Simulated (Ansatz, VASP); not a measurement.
One calculation of TaN, two programs

```
CELL_PARAMETERS angstrom
3.04800 -0.01524 -0.01524
-1.53720 2.64727 -0.00558
-0.02459 -0.02459 4.91800
ATOMIC_POSITIONS crystal
Ta 0.00000 0.00000 0.00000
Ta 0.00000 0.00000 0.50000
N 0.33333 0.66667 0.25000
N 0.66667 0.33333 0.75000
```

Change from the starting cell: equal xy, yz and zx shear strains of -1 %, PAW files.

Alike in both runs: task electric field gradients; functional PBEsol; k mesh 9 × 9 × 5; occupations fermi-dirac, width 0.01 eV; no spin polarisation.

|  | VASP | Ansatz |
| --- | --- | --- |
| version | VASP 6.6.1 | Ansatz 0.2.0 |
| potentials or method | VASP PAW PBE potentials, release 64 (Ta_pv, N) | PAW with Ansatz's default frozen-core files, scalar-relativistic |
| plane-wave cutoff (eV) | 520 | 420 |
| valence electrons in the cell | 32 | 36 |

|  | VASP | Ansatz | Ansatz less VASP |
| --- | --- | --- | --- |
| pressure (GPa) | 50.2 | 48.7 | -1.58 |
| traceless stress, the component that is largest in VASP (GPa) | 56.62 | 56.10 | -0.524 |
| rms of the force components (eV/Å) | 0.091 | 0.090 | -0.0012 |
| size of Vzz on the site where it differs most (V/Å²) | 180.7 | 206.9 | +26.24 |

VASP's potentials were made for PBE, not for PBEsol. Atom by atom the forces differ by 0.001 eV/Å (rms over components). Both programs put the cell under a high pressure, so it lies far from rest at this level. VASP's potentials hold 32 valence electrons a cell and Ansatz's 36, so a difference there can come from the potentials and not from the codes.

Spin-orbit coupling is off throughout.
